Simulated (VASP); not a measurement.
# Ti (I4/mmm) in VASP: further runs

Ti is run at these levels: PBEsol; tasks: single point.

Program: VASP 6.6.1. These are calculated values, not measurements. Logs are shortened: lines on timing, memory, paths and dates and some standing lists are left out, and cuts for length are marked.

**1. The cell of the first run**

Symmetry: I4/mmm, No. 139, tetragonal system. Conventional cell: a = 3.545 Å, b = 3.545 Å, c = 3.053 Å, α = 90.00°, β = 90.00°, γ = 90.00°. Within 3.9 Å of Ti (site symmetry 4/mmm) lie 14 Ti at 2.93 to 3.54 Å.

**2. Single point, PBEsol (volume 19.182 Å^3 an atom, c/a of the conventional cell 0.8612)**

Input file INCAR:

```
SYSTEM = Ti
PREC = Accurate ; ENCUT = 520
EDIFF = 1E-6 ; ISMEAR = 0
SIGMA = 0.15 ; LREAL = .False.
LASPH = .True. ; NELM = 80
ALGO = Fast ; ISIF = 2
LWAVE = .False. ; LCHARG = .False.
GGA = PS ; NBANDS = 12
```

Input file KPOINTS:

```
Automatic mesh
0
Gamma
  22 22 22
  0 0 0
```

Input file POSCAR:

```
Ti
1.0
   -1.7724607416      1.7724607416      1.5264431906
    1.7724607416     -1.7724607416      1.5264431906
    1.7724607416      1.7724607416     -1.5264431906
Ti
1
Direct
    0.0000000000      0.0000000000      0.0000000000
```

Potentials or basis: VASP PAW PBE potentials, release 64 (Ti_sv).

Launch:

```console
$ cat potpaw_PBE.64/Ti_sv/POTCAR > POTCAR
$ mpirun -np 1 vasp_std > vasp.out
```

OUTCAR:

```text
SYSTEM = Ti
   PREC = Accurate
   ENCUT = 520
   EDIFF = 1E-6
   ISMEAR = 0
   LREAL = .False.
   LASPH = .True.
   NELM = 80
   ISIF = 2
   GGA = PS

 ion  position               nearest neighbor table
   1  0.000  0.000  0.000-

  LATTYP: Found a body centered tetragonal cell.
 ALAT       =     3.5449214832
 C/A-ratio  =     0.8612000000

  Lattice vectors:

 A1 = (  -1.7724607416,   1.7724607416,   1.5264431906)
 A2 = (   1.7724607416,  -1.7724607416,   1.5264431906)
 A3 = (   1.7724607416,   1.7724607416,  -1.5264431906)

Analysis of symmetry for initial positions (statically):
=====================================================================
 Subroutine PRICEL returns:
 Original cell was already a primitive cell.

 Routine SETGRP: Setting up the symmetry group for a
 body centered tetragonal supercell.

 Subroutine GETGRP returns: Found 16 space group operations
 (whereof 16 operations were pure point group operations)
 out of a pool of 16 trial point group operations.

The static configuration has the point symmetry D_4h.

Analysis of symmetry for dynamics (positions and initial velocities):
=====================================================================
 Subroutine PRICEL returns:
 Original cell was already a primitive cell.

 Routine SETGRP: Setting up the symmetry group for a
 body centered tetragonal supercell.

 Subroutine GETGRP returns: Found 16 space group operations
 (whereof 16 operations were pure point group operations)
 out of a pool of 16 trial point group operations.

The dynamic configuration has the point symmetry D_4h.

 Subroutine INISYM returns: Found 16 space group operations
 (whereof 16 operations are pure point group operations),
 and found     1 'primitive' translations

----------------------------------------------------------------------------------------

                                     Primitive cell

  volume of cell :      19.1820

  direct lattice vectors                    reciprocal lattice vectors
    -1.772460742  1.772460742  1.526443191     0.000000000  0.282093695  0.327558866
     1.772460742 -1.772460742  1.526443191     0.282093695  0.000000000  0.327558866
     1.772460742  1.772460742 -1.526443191     0.282093695  0.282093695  0.000000000

  length of vectors
     2.934836107  2.934836107  2.934836107     0.432286552  0.432286552  0.398940729

  position of ions in fractional coordinates (direct lattice)
     0.000000000  0.000000000  0.000000000

  ion indices of the primitive-cell ions
   primitive index   ion index
                 1           1

----------------------------------------------------------------------------------------

 KPOINTS: Automatic mesh

Automatic generation of k-mesh.
 Grid dimensions read from file:
 generate k-points for:   22   22   22

 Generating k-lattice:

  Cartesian coordinates                     Fractional coordinates (reciprocal lattice)
     0.000000000  0.012822441  0.014889039     0.045454545  0.000000000 -0.000000000
     0.012822441  0.000000000  0.014889039     0.000000000  0.045454545 -0.000000000
     0.012822441  0.012822441  0.000000000     0.000000000  0.000000000  0.045454545

  Length of vectors
     0.019649389  0.019649389  0.018133670

  Shift w.r.t. Gamma in fractional coordinates (k-lattice)
     0.000000000  0.000000000  0.000000000

 Subroutine IBZKPT returns following result:
 ===========================================

 Found    834 irreducible k-points:

 Following reciprocal coordinates:
            Coordinates               Weight
  0.000000  0.000000  0.000000      1.000000
  0.045455  0.000000  0.000000      8.000000
  0.090909  0.000000  0.000000      8.000000
  0.136364  0.000000  0.000000      8.000000
  0.181818  0.000000 -0.000000      8.000000
  0.227273  0.000000 -0.000000      8.000000
[... 16 lines left out ...]
  0.500000  0.045455  0.000000     16.000000
 -0.454545  0.045455  0.000000     16.000000
 [... further k-points ...]
   k-points           NKPTS =    834   k-points in BZ     NKDIM =    834   number of bands    NBANDS=     12
   number of dos      NEDOS =    301   number of ions     NIONS =      1
   total plane-waves  NPLWV =  13824
   dimension x,y,z NGX =    24 NGY =   24 NGZ =   24
   dimension x,y,z NGXF=    48 NGYF=   48 NGZF=   48
   ions per type =               1
   NGX,Y,Z   is equivalent  to a cutoff of  13.59, 13.59, 13.59 a.u.
   NGXF,Y,Z  is equivalent  to a cutoff of  27.19, 27.19, 27.19 a.u.
 SYSTEM =  Ti
   PREC   = accura    normal or accurate (medium, high low for compatibility)
   ISTART =      0    job   : 0-new  1-cont  2-samecut
   ICHARG =      2    charge: 1-file 2-atom 10-const
   ISPIN  =      1    spin polarized calculation?
   LNONCOLLINEAR =      F non collinear calculations
   LSORBIT =      F    spin-orbit coupling
   LASPH  =      T    aspherical Exc in radial PAW
   ENCUT  =  520.0 eV  38.22 Ry    6.18 a.u.   5.46  5.46  5.46*2*pi/ulx,y,z
   NELM   =     80;   NELMIN=  2; NELMDL= -5     # of ELM steps
   EDIFF  = 0.1E-05   stopping-criterion for ELM
   LREAL  =      F    real-space projection
   EDIFFG = 0.1E-04   stopping-criterion for IOM
   NSW    =      0    number of steps for IOM
   IBRION =     -1    ionic relax: 0-MD 1-quasi-New 2-CG
   NFREE  =      0    steps in history (QN), initial steepest desc. (CG)
   ISIF   =      2    stress and relaxation
   ISYM   =      2    0-nonsym 1-usesym 2-fastsym
   POTIM  = 0.5000    time-step for ionic-motion
   TEBEG  =    0.0;   TEEND  =   0.0 temperature during run
   PSTRESS=    0.0 pullay stress
   NELECT =      12.0000    total number of electrons
   NUPDOWN=      -1.0000    fix difference up-down
   EMIN   =  10.00;   EMAX   =-10.00  energy-range for DOS
   EFERMI =   0.00;   METHOD = LEGACY
   ISMEAR =     0;   SIGMA  =   0.15  broadening in eV -4-tet -1-fermi 0-gaus
   EFERMI_NEDOS =   21; number of points for ismear=-14 and -15
   IALGO  =     68    algorithm
   IMIX   =      4    mixing-type and parameters
     AMIX     =   0.40;   BMIX     =  1.00
     AMIX_MAG =   1.60;   BMIX_MAG =  1.00
  volume/ion in A,a.u.               =      19.18       129.45
  Fermi-wavevector in a.u.,A,eV,Ry     =   1.400137  2.645876 26.672649  1.960384
  Thomas-Fermi vector in A             =   2.523128
   LORBIT       =      0    0 simple, 1 ext, 2 COOP (PROOUT), +10 PAW based schemes
   GGA     = PS    functional components
   LHFCALC =     F    Hartree Fock is set to
   AEXX    =    0.0000 exact exchange contribution
   IVDW    =     0    specifies the selected vdW correction
   LEPSILON=     F    determine dielectric tensor
   LRPA    =     F    only Hartree local field effects (RPA)
 non-spin polarized calculation
 RMM-DIIS sequential band-by-band and
 Gauss-broadening in eV      SIGMA  =   0.15
  energy-cutoff  :      520.00
  volume of cell :       19.18
 maximum number of plane-waves:       537
 NGX is ok and might be reduce to    24
   NGX = 11   NGY = 11   NGZ = 11

 number of electron      11.9999999 magnetization

 Free energy of the ion-electron system (eV)
  ---------------------------------------------------
  ext. energy  EPLUGINS =         0.00000000
  ---------------------------------------------------
  free energy    TOTEN  =        -8.14187378 eV

  energy without entropy =       -8.11558257  energy(sigma->0) =       -8.12872817

 E-fermi :   7.0054     XC(G=0): -11.1632

 val. band max:        7.0031736316   @ k =  -0.3182  -0.4545   0.0455
 cond. band min:       7.0063818425   @ k =   0.1818   0.1818  -0.0000
 fundamental gap:      0.0032082109
 Fermi energy:         7.0053552207

 k-point     1 :       0.0000    0.0000    0.0000
  band No.  band energies     occupation
      1     -49.5322      2.00000
      2     -25.5847      2.00000
      3     -25.5847      2.00000
      4     -25.5663      2.00000
      5       1.2517      2.00000
      6       7.2730      0.01163
      7       8.3036      0.00000
      8       8.3036      0.00000
      9       8.7044      0.00000
     10       9.8610      0.00000
     11      22.8149      0.00000
     12      22.8149      0.00000

 k-point     2 :       0.0455    0.0000    0.0000
  band No.  band energies     occupation
      1     -49.5302      2.00000
      2     -25.5905      2.00000
      3     -25.5881      2.00000
      4     -25.5721      2.00000
      5       1.3208      2.00000
      6       7.2890      0.00749
      7       8.2841      0.00000
      8       8.2962      0.00000
      9       8.7177      0.00000
     10       9.8319      0.00000
     11      22.8123      0.00000
     12      22.8705      0.00000

 k-point     3 :       0.0909    0.0000    0.0000
  band No.  band energies     occupation
      1     -49.5244      2.00000
      2     -25.6168      2.00000
      3     -25.5977      2.00000
      4     -25.5794      2.00000
      5       1.5255      2.00000
      6       7.3185      0.00316
      7       8.2104      0.00000
      8       8.2958      0.00000
      9       8.7717      0.00000
     10       9.7553      0.00000
     11      22.7663      0.00000
     12      23.0260      0.00000
[... 286 lines left out ...]
 k-point    23 :       0.5000    0.0455    0.0000
  band No.  band energies     occupation
      1     -49.4345      2.00000
      2     -26.0718      2.00000
      3     -25.7478      2.00000
      4     -25.6263      2.00000
      5       4.8066      2.00000
      6       6.3494      2.00000
      7       8.1248      0.00000
      8       9.3291      0.00000
      9      10.2493      0.00000
     10      10.7450      0.00000
     11      15.2301      0.00000
     12      19.2138      0.00000

 k-point    24 :      -0.4545    0.0455    0.0000
  band No.  band energies     occupation
      1     -49.4388      2.00000
      2     -26.0506      2.00000
      3     -25.7417      2.00000
      4     -25.6235      2.00000
      5       4.7295      2.00000
      6       6.4043      2.00000
      7       7.8750      0.00000
      8       9.3472      0.00000
      9      10.1185      0.00000
     10      10.5856      0.00000
     11      15.8022      0.00000
     12      19.3925      0.00000

 [... further k-points ...]
[... 5 lines left out ...]
  --------------------------------------------------------------------------------------
  -------------------------------------------------------------------------------------
  Total       -1.6695986     -1.6695986     -1.6420653      0.0000000      0.0000000      0.0000000
  in kB     -139.4532914   -139.4532914   -137.1535733      0.0000000      0.0000000      0.0000000
  external PRESSURE =    -138.6867187 kB  Pullay stress =       0.0000000 kB

 VOLUME and BASIS-vectors are now :
 -----------------------------------------------------------------------------
  energy-cutoff  :      520.00
  volume of cell :       19.18
      direct lattice vectors                 reciprocal lattice vectors
    -1.772460742  1.772460742  1.526443191     0.000000000  0.282093695  0.327558866
     1.772460742 -1.772460742  1.526443191     0.282093695  0.000000000  0.327558866
     1.772460742  1.772460742 -1.526443191     0.282093695  0.282093695  0.000000000

 POSITION                                       TOTAL-FORCE (eV/Angst)
 -----------------------------------------------------------------------------------
      0.00000      0.00000      0.00000        -0.000000      0.000000      0.000000
 -----------------------------------------------------------------------------------
    total drift:                                0.000000     -0.000000     -0.000000

  FREE ENERGIE OF THE ION-ELECTRON SYSTEM (eV)
  ---------------------------------------------------
  free  energy   TOTEN  =        -8.1418737795 eV

  energy  without entropy=       -8.1155825651  energy(sigma->0) =       -8.12872817
```

Run time: 1.9 min. Hardware: 1 thread of Intel Xeon 6975P-C (Granite Rapids), shared host; peak memory 0.29 GiB.

Results:

```yaml
Free_energy: -8.1419 eV
Pressure: -13.9 GPa
Band_gap_on_the_k_mesh: zero (band 6 reaches 7.81 eV, above the bottom of band 7 at 6.51 eV)
```

Stress tensor (GPa, compression positive):
```
-13.95   0.00   0.00
  0.00 -13.95   0.00
  0.00   0.00 -13.72
```

Levels at points of the mesh, in eV from the Fermi level:
```
           k point  band 3  band 4  band 5  band 6  band 7  band 8  band 9  band 10
(0.00, 0.00, 0.00)  -32.59  -32.57   -5.75    0.27    1.30    1.30    1.70     2.86
(0.50, 0.00, 0.00)  -32.75  -32.63   -2.22   -0.67    1.26    2.31    3.26     3.67
(0.50, 0.50, 0.00)  -32.69  -32.57   -2.33    0.29    0.50    1.60    2.40     3.63
(0.50, 0.50, 0.50)  -32.96  -32.81   -1.97   -1.69    3.38    3.38    3.59     6.28
```

Caveat: the PAW data sets were made with another functional, which shifts forces and pressure a little.

**3. Single point, PBEsol (volume 19.182 Å^3 an atom, c/a of the conventional cell 0.9280)**

Input file INCAR:

```
SYSTEM = Ti
ALGO = Fast
EDIFF = 1E-6
ENCUT = 520
GGA = PS
ISIF = 2
ISMEAR = 0
LASPH = .True.
LCHARG = .True.
LELF = .True.
LREAL = .False.
LVHAR = .True.
LWAVE = .False.
NBANDS = 12
NELM = 80
PREC = Accurate
SIGMA = 0.15
```

Input file KPOINTS:

```
k-points
0
Gamma
  22 22 22
  0 0 0
```

Input file POSCAR:

```
Ti
1.0
   -1.7288685458      1.7288685458      1.6043900105
    1.7288685458     -1.7288685458      1.6043900105
    1.7288685458      1.7288685458     -1.6043900105
Ti
1
Direct
    0.0000000000      0.0000000000      0.0000000000
```

Potentials or basis: VASP PAW PBE potentials, release 64 (Ti_sv).

Launch:

```console
$ cat potpaw_PBE.64/Ti_sv/POTCAR > POTCAR
$ mpirun -np 1 vasp_std > vasp.out
```

It took 96 s on 1 thread of Intel Xeon 6975P-C (Granite Rapids), shared host; peak memory 0.29 GiB.

Results (log left out):

- Free energy: -8.1341 eV
- Pressure: -13.0 GPa
- Band gap on the k mesh: zero (band 6 reaches 7.82 eV, above the bottom of band 7 at 6.44 eV)

Stress tensor (GPa, compression positive):
```
-12.29   0.00   0.00
  0.00 -12.29   0.00
  0.00   0.00 -14.38
```

Levels at points of the mesh, in eV from the Fermi level:
| k point | band 2 | band 3 | band 4 | band 5 | band 6 | band 7 | band 8 | band 9 | band 10 | band 11 |
| --- | --- | --- | --- | --- | --- | --- | --- | --- | --- | --- |
| (0.00, 0.00, 0.00) | -32.57 | -32.57 | -32.57 | -5.74 | 0.57 | 1.06 | 1.06 | 2.12 | 2.68 | 16.29 |
| (0.50, 0.00, 0.00) | -33.06 | -32.73 | -32.59 | -2.23 | -0.51 | 1.05 | 2.41 | 2.96 | 3.75 | 7.91 |
| (0.50, 0.50, 0.00) | -33.06 | -32.71 | -32.56 | -2.27 | 0.07 | 0.58 | 2.03 | 2.57 | 3.69 | 7.39 |
| (0.50, 0.50, 0.50) | -32.93 | -32.93 | -32.87 | -1.89 | -1.73 | 3.41 | 3.41 | 3.53 | 6.93 | 6.93 |

Caveat: the PAW data sets were made with another functional, which shifts forces and pressure a little.

**4. Single point, PBEsol (volume 19.182 Å^3 an atom, c/a of the conventional cell 1.2513)**

Input file INCAR:

```
ALGO     = Fast           # electronic algorithm
EDIFF    = 1E-7           # SCF threshold, eV
ENCUT    = 520            # plane-wave cutoff, eV
GGA      = PS             # functional
ISIF     = 2              # what is computed and relaxed
ISMEAR   = 0              # smearing method
LASPH    = T              # aspherical terms in the spheres
LCHARG   = T              # write CHGCAR
LELF     = T              # ELF
LREAL    = F              # projectors in reciprocal space
LVHAR    = T            
LWAVE    = F              # write WAVECAR
NBANDS   = 12             # bands
NELM     = 80             # most SCF steps
PREC     = Accurate       # precision mode
SIGMA    = 0.15           # smearing width, eV
```

Input file KPOINTS:

```
k-points
0
Gamma
  22 22 22
```

Input file POSCAR:

```
Ti
1.0
   -1.5649152290      1.5649152290      1.9581784261
    1.5649152290     -1.5649152290      1.9581784261
    1.5649152290      1.5649152290     -1.9581784261
Ti
1
Direct
    0.0000000000      0.0000000000      0.0000000000
```

Launch:

```console
$ cat potpaw_PBE.64/Ti_sv/POTCAR > POTCAR
$ mpirun -np 1 vasp_std > vasp.out
```

Run time: 2.3 min. Hardware: 1 thread of Intel Xeon 6975P-C (Granite Rapids), shared host; peak memory 0.29 GiB.

Results (log left out):

```
Free energy            : -8.1661 eV
Pressure               : -12.6 GPa
Band gap on the k mesh : zero (band 6 reaches 7.82 eV, above the bottom of band 7 at 6.53 eV)
```

Stress tensor (GPa, compression positive):
```
-13.64   0.00   0.00
  0.00 -13.64   0.00
  0.00   0.00 -10.66
```

Levels at points of the mesh, in eV from the Fermi level:
| k point | band 4 | band 5 | band 6 | band 7 | band 8 | band 9 |
| --- | --- | --- | --- | --- | --- | --- |
| (0.00, 0.00, 0.00) | -32.67 | -5.81 | 0.64 | 0.64 | 1.41 | 1.74 |
| (0.50, 0.00, 0.00) | -32.70 | -2.34 | 0.28 | 0.51 | 1.26 | 2.97 |
| (0.50, 0.50, 0.00) | -32.77 | -2.27 | -1.26 | 1.82 | 3.08 | 3.12 |
| (0.50, 0.50, 0.50) | -32.92 | -2.13 | -1.60 | 3.18 | 3.44 | 3.44 |

Caveat: the PAW data sets were made with another functional, which shifts forces and pressure a little.

(Continued in part 2 of 2.)
